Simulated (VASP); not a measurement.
# ZnO (P6_3mc) in VASP: a series of runs

Aim: see how the results for ZnO move with the level of theory and the settings. Levels: r2SCAN+rVV10, RPBE+D3(BJ). Tasks: single point.

Everything below comes from runs of VASP 6.6.1. Logs are shortened: lines on timing, memory, paths and dates and some standing lists are left out, and cuts for length are marked.

### 1 The cell of the first run

Symmetry: P6_3mc, No. 186, hexagonal system. Conventional cell: a = 3.249 Å, b = 3.249 Å, c = 5.206 Å, α = 90.00°, β = 90.00°, γ = 120.00°. Zn (site symmetry 3m) has 4 O at 1.97 to 1.98 Å within 2.6 Å. O (site symmetry 3m) has 4 Zn at 1.97 to 1.98 Å within 2.6 Å.

### 2 Single point, r2SCAN+rVV10

Input file POSCAR:

```
ZnO
1.0
    3.2493080000      0.0000000000      0.0000000000
   -1.6246540000      2.8139832727      0.0000000000
    0.0000000000      0.0000000000      5.2057090000
Zn O
2 2
Direct
    0.6666666667      0.3333333333      0.0000000000
    0.3333333333      0.6666666667      0.5000000000
    0.3333333333      0.6666666667      0.8790100000
    0.6666666667      0.3333333333      0.3790100000
```

Input file INCAR.step1:

```
SYSTEM = ZnO
PREC = Accurate
ENCUT = 1480
ISMEAR = -1
SIGMA = 0.05
LREAL = .False.
LASPH = .True.
NELM = 120
NBANDS = 26
GGA = PE
ALGO = Normal
EDIFF = 1E-5
LWAVE = .True.
LCHARG = .False.
GGA_COMPAT = .False.
```

Input file INCAR.step2:

```
SYSTEM = ZnO
PREC = Accurate
ENCUT = 1480
EDIFF = 1E-6
ISMEAR = -1
SIGMA = 0.05
LREAL = .False.
LASPH = .True.
NELM = 120
ALGO = Normal
ISIF = 2
LWAVE = .False.
LCHARG = .False.
METAGGA = R2SCAN
LMIXTAU = .True.
LUSE_VDW = .True.
IVDW_NL = 2
BPARAM = 11.95
CPARAM = 0.0093
NBANDS = 26
ISTART = 1
GGA_COMPAT = .False.
```

Input file KPOINTS:

```
Automatic mesh
0
Gamma
  9 9 5
  0 0 0
```

Potentials or basis: VASP PAW PBE potentials, release 64 (Zn, O_h).

The run is started by

```console
> cat potpaw_PBE.64/Zn/POTCAR potpaw_PBE.64/O_h/POTCAR > POTCAR
> cp INCAR.step1 INCAR
> mpirun -np 1 vasp_std > vasp.out
> cp INCAR.step2 INCAR
> mpirun -np 1 vasp_std > vasp.out
```

OUTCAR:

```text
SYSTEM = ZnO
   PREC = Accurate
   ENCUT = 1480
   EDIFF = 1E-6
   ISMEAR = -1
   LREAL = .False.
   LASPH = .True.
   NELM = 120
   ISIF = 2
   METAGGA = R2SCAN
   IVDW_NL = 2
   BPARAM = 11.95
   ISTART = 1

 ion  position               nearest neighbor table
   1  0.667  0.333  0.000-   4 1.97   3 1.98   3 1.98   3 1.98
   2  0.333  0.667  0.500-   3 1.97   4 1.98   4 1.98   4 1.98
   3  0.333  0.667  0.879-   2 1.97   1 1.98   1 1.98   1 1.98
   4  0.667  0.333  0.379-   1 1.97   2 1.98   2 1.98   2 1.98

  LATTYP: Found a hexagonal cell.
 ALAT       =     3.2493080000
 C/A-ratio  =     1.6020977390

  Lattice vectors:

 A1 = (   3.2493080000,   0.0000000000,   0.0000000000)
 A2 = (  -1.6246540000,   2.8139832727,   0.0000000000)
 A3 = (   0.0000000000,   0.0000000000,   5.2057090000)

Analysis of symmetry for initial positions (statically):
=====================================================================
 Subroutine PRICEL returns:
 Original cell was already a primitive cell.

 Routine SETGRP: Setting up the symmetry group for a
 hexagonal supercell.

 Subroutine GETGRP returns: Found 12 space group operations
 (whereof  6 operations were pure point group operations)
 out of a pool of 24 trial point group operations.

The static configuration has the point symmetry C_3v.
 The point group associated with its full space group is C_6v.

Analysis of symmetry for dynamics (positions and initial velocities):
=====================================================================
 Subroutine PRICEL returns:
 Original cell was already a primitive cell.

 Routine SETGRP: Setting up the symmetry group for a
 hexagonal supercell.

 Subroutine GETGRP returns: Found 12 space group operations
 (whereof  6 operations were pure point group operations)
 out of a pool of 24 trial point group operations.

The dynamic configuration has the point symmetry C_3v.
 The point group associated with its full space group is C_6v.

 Subroutine INISYM returns: Found 12 space group operations
 (whereof  6 operations are pure point group operations),
 and found     1 'primitive' translations

----------------------------------------------------------------------------------------

                                     Primitive cell

  volume of cell :      47.5984

  direct lattice vectors                    reciprocal lattice vectors
     3.249308000  0.000000000  0.000000000     0.307757836  0.177684070  0.000000000
[... 84 lines left out ...]
   ISPIN  =      1    spin polarized calculation?
   LNONCOLLINEAR =      F non collinear calculations
   LSORBIT =      F    spin-orbit coupling
   LASPH  =      T    aspherical Exc in radial PAW
   ENCUT  = 1480.0 eV 108.78 Ry   10.43 a.u.  10.19 10.19 16.33*2*pi/ulx,y,z
   NELM   =    120;   NELMIN=  2; NELMDL=  0     # of ELM steps
   EDIFF  = 0.1E-05   stopping-criterion for ELM
   LREAL  =      F    real-space projection
[... 7 lines left out ...]
   TEBEG  =    0.0;   TEEND  =   0.0 temperature during run
   PSTRESS=    0.0 pullay stress
   NELECT =      36.0000    total number of electrons
   NUPDOWN=      -1.0000    fix difference up-down
   EMIN   =  10.00;   EMAX   =-10.00  energy-range for DOS
   EFERMI =   0.00;   METHOD = LEGACY
   ISMEAR =    -1;   SIGMA  =   0.05  broadening in eV -4-tet -1-fermi 0-gaus
   EFERMI_NEDOS =   21; number of points for ismear=-14 and -15
   IALGO  =     38    algorithm
   IMIX   =      4    mixing-type and parameters
     AMIX     =   0.40;   BMIX     =  1.00
     AMIX_MAG =   1.60;   BMIX_MAG =  1.00
  volume/ion in A,a.u.               =      11.90        80.30
  Fermi-wavevector in a.u.,A,eV,Ry     =   1.491574  2.818667 30.270160  2.224794
  Thomas-Fermi vector in A             =   2.604212
   LORBIT       =      0    0 simple, 1 ext, 2 COOP (PROOUT), +10 PAW based schemes
   METAGGA = R2SCAN    functional components
   LHFCALC =     F    Hartree Fock is set to
   AEXX    =    0.0000 exact exchange contribution
   IVDW_NL    =     2    kernel type
   BPARAM     =11.9500
   IVDW    =     0    specifies the selected vdW correction
   LEPSILON=     F    determine dielectric tensor
   LRPA    =     F    only Hartree local field effects (RPA)
 non-spin polarized calculation
  energy-cutoff  :     1480.00
  volume of cell :       47.60
 maximum number of plane-waves:      6179
 NGX is ok and might be reduce to    42
   NGX = 21   NGY = 21   NGZ = 33

 number of electron      36.0000002 magnetization

 Free energy of the ion-electron system (eV)
  ---------------------------------------------------
  ext. energy  EPLUGINS =         0.00000000
  ---------------------------------------------------
  free energy    TOTEN  =       -35.27112363 eV

  energy without entropy =      -35.27112352  energy(sigma->0) =      -35.27112358

 E-fermi :   1.7739     XC(G=0): -11.7272

 val. band max:        1.1460199728   @ k =   0.0000   0.0000   0.0000
 cond. band min:       2.3226827429   @ k =   0.0000   0.0000   0.0000
 fundamental gap:      1.1766627701
 Fermi energy:         1.7738911864

 k-point     1 :       0.0000    0.0000    0.0000
  band No.  band energies     occupation
      1     -17.9345      2.00000
      2     -17.2383      2.00000
      3      -4.6505      2.00000
      4      -4.6505      2.00000
      5      -4.6082      2.00000
      6      -4.5500      2.00000
[... 685 lines left out ...]
     25      15.2628      0.00000
     26      16.6231      0.00000

 [... further k-points ...]

------------------------ aborting loop because EDIFF is reached ----------------------------------------

  FORCE on cell =-STRESS in cart. coord.  units (eV):
  Direction    XX          YY          ZZ          XY          YZ          ZX
  --------------------------------------------------------------------------------------
  -------------------------------------------------------------------------------------
  Total       -0.5969893     -0.5969893     -0.1083944      0.0000000      0.0000000      0.0000000
  in kB      -20.0948539    -20.0948539     -3.6485904      0.0000000      0.0000000      0.0000000
  external PRESSURE =     -14.6127661 kB  Pullay stress =       0.0000000 kB

 VOLUME and BASIS-vectors are now :
 -----------------------------------------------------------------------------
  energy-cutoff  :     1480.00
  volume of cell :       47.60
      direct lattice vectors                 reciprocal lattice vectors
     3.249308000  0.000000000  0.000000000     0.307757836  0.177684070  0.000000000
    -1.624654000  2.813983273  0.000000000     0.000000000  0.355368139  0.000000000
     0.000000000  0.000000000  5.205709000     0.000000000  0.000000000  0.192096792

 POSITION                                       TOTAL-FORCE (eV/Angst)
 -----------------------------------------------------------------------------------
      1.62465      0.93799      0.00000        -0.000000      0.000000     -0.073210
     -0.00000      1.87599      2.60285         0.000000     -0.000000     -0.073210
     -0.00000      1.87599      4.57587         0.000000     -0.000000      0.073210
      1.62465      0.93799      1.97302        -0.000000      0.000000      0.073210
 -----------------------------------------------------------------------------------
    total drift:                                0.000000      0.000000     -0.006978

  FREE ENERGIE OF THE ION-ELECTRON SYSTEM (eV)
  ---------------------------------------------------
  free  energy   TOTEN  =       -35.2711236324 eV

  energy  without entropy=      -35.2711235190  energy(sigma->0) =      -35.27112358
```

OUTCAR.step1:

```text
SYSTEM = ZnO
   PREC = Accurate
   ENCUT = 1480
   ISMEAR = -1
   LREAL = .False.
   LASPH = .True.
   NELM = 120
[... 926 lines left out ...]
     -0.00000      1.87599      2.60285        -0.000000     -0.000000     -0.073391
     -0.00000      1.87599      4.57587         0.000000     -0.000000      0.073391
      1.62465      0.93799      1.97302        -0.000000      0.000000      0.073391
 -----------------------------------------------------------------------------------
    total drift:                                0.000000     -0.000000     -0.000270

  FREE ENERGIE OF THE ION-ELECTRON SYSTEM (eV)
  ---------------------------------------------------
  free  energy   TOTEN  =       -17.8376488397 eV

  energy  without entropy=      -17.8376450096  energy(sigma->0) =      -17.83764692
```

OSZICAR.step1:

```text
N       E                     dE             d eps       ncg     rms          rms(c)
DAV:   1     0.452090455456E+03    0.45209E+03   -0.33159E+04  1912   0.404E+03
DAV:   2     0.601060821162E+02   -0.39198E+03   -0.36892E+03  1904   0.696E+02
DAV:   3    -0.165802210953E+02   -0.76686E+02   -0.73754E+02  2220   0.220E+02
DAV:   4    -0.210126049339E+02   -0.44324E+01   -0.43890E+01  2034   0.592E+01
DAV:   5    -0.210584399461E+02   -0.45835E-01   -0.45794E-01  2150   0.601E+00    0.149E+01
DAV:   6    -0.176423340609E+02    0.34161E+01   -0.60133E+00  3062   0.609E+01    0.891E+00
DAV:   7    -0.178852879149E+02   -0.24295E+00   -0.31931E+00  2164   0.172E+01    0.550E+00
DAV:   8    -0.178843953216E+02    0.89259E-03   -0.54574E-01  2542   0.732E+00    0.186E+00
DAV:   9    -0.178357296135E+02    0.48666E-01   -0.99421E-02  2680   0.596E+00    0.452E-01
DAV:  10    -0.178374335540E+02   -0.17039E-02   -0.43868E-02  1902   0.174E+00    0.118E-01
DAV:  11    -0.178376700777E+02   -0.23652E-03   -0.17030E-03  2262   0.881E-01    0.473E-02
DAV:  12    -0.178376378944E+02    0.32183E-04   -0.36549E-04  2280   0.580E-01    0.991E-03
DAV:  13    -0.178376540182E+02   -0.16124E-04   -0.55157E-05  1948   0.642E-02    0.226E-02
DAV:  14    -0.178376488397E+02    0.51785E-05   -0.10523E-05  1434   0.333E-02
   1 F= -.17837649E+02 E0= -.17837647E+02  d E =-.383011E-05
```

It took 16 min on 1 thread of Intel Xeon Platinum 8259CL at 2.50GHz (Skylake/Cascade Lake), shared host; peak memory 0.92 GiB.

Results:

| Quantity | Value |
| --- | --- |
| Free energy | -35.2711 eV |
| Pressure | -1.5 GPa |
| Largest force | 0.073 eV/Å |
| Band gap on the k mesh | 1.18 eV |

Forces in eV/Å, atoms in the order of the input:
```
Zn   0.000  0.000 -0.073
Zn   0.000  0.000 -0.073
O    0.000  0.000  0.073
O    0.000  0.000  0.073
```

Stress tensor (GPa, compression positive):
```
-2.01  0.00  0.00
 0.00 -2.01  0.00
 0.00  0.00 -0.36
```

Levels at points of the mesh, in eV from the valence-band top:
```
           k point  band 15  band 16  band 17  band 18  band 19  band 20  band 21  band 22
(0.00, 0.00, 0.00)    -0.83    -0.07     0.00     0.00     1.18     5.80     8.80    13.62
```

Caveat: the PAW data sets were made with another functional, which shifts forces and pressure a little. r2SCAN opens gaps a little over a GGA but as a rule still falls short of measured ones.

### 3 Single point, RPBE+D3(BJ)

This run uses another cell than the first one, of 11.19 Å³/atom.

Input file INCAR:

```
PREC = Accurate
ENCUT = 1340
EDIFF = 1E-6
ISMEAR = -1
SIGMA = 0.05
LREAL = False
LASPH = True
NELM = 120
ALGO = Normal
ISIF = 2
LWAVE = False
LCHARG = False
GGA = RP
IVDW = 12
NBANDS = 26
GGA_COMPAT = False
```

Input file KPOINTS:

```
Automatic mesh
0
Gamma
  9 9 5
```

Input file POSCAR:

```
ZnO
1.0
    3.1829769797      0.0000000000      0.0000000000
   -1.5914884899      2.7565389241      0.0000000000
    0.0000000000      0.0000000000      5.0994402224
Zn O
2 2
Direct
    0.6666666667      0.3333333333      0.0000000000
    0.3333333333      0.6666666667      0.5000000000
    0.3333333333      0.6666666667      0.8790100000
    0.6666666667      0.3333333333      0.3790100000
```

Potentials or basis: VASP PAW PBE potentials, release 64 (Zn, O_h).

The run is started by

```console
> cat potpaw_PBE.64/Zn/POTCAR potpaw_PBE.64/O_h/POTCAR > POTCAR
> mpirun -np 1 vasp_std > vasp.out
```

Wall time 82 s (1 thread of Intel Xeon 6975P-C (Granite Rapids), shared host); peak memory 0.38 GiB.

Results (log left out):

* Free energy: -19.6244 eV
* Pressure: 4.6 GPa
* Largest force: 0.116 eV/Å
* Band gap on the k mesh: 0.97 eV
* Dispersion energy per atom: -0.909 eV

Forces on the atoms (eV/Å):
```
Zn   0.000  0.000 -0.116
Zn   0.000  0.000 -0.116
O    0.000  0.000  0.116
O    0.000  0.000  0.116
```

Stress tensor (GPa, compression positive):
```
4.02 0.00 0.00
0.00 4.02 0.00
0.00 0.00 5.75
```

Levels at points of the mesh, in eV from the valence-band top:
| k point | band 14 | band 15 | band 16 | band 17 | band 18 | band 19 | band 20 | band 21 | band 22 | band 23 |
| --- | --- | --- | --- | --- | --- | --- | --- | --- | --- | --- |
| (0.00, 0.00, 0.00) | -0.88 | -0.88 | -0.09 | 0.00 | 0.00 | 0.97 | 5.54 | 8.58 | 13.27 | 13.27 |

Caveat: the cell stands under pressure; the PAW data sets were made with another functional, which shifts forces and pressure a little. Expect the measured gap to be larger: semilocal functionals such as RPBE lack the derivative discontinuity.
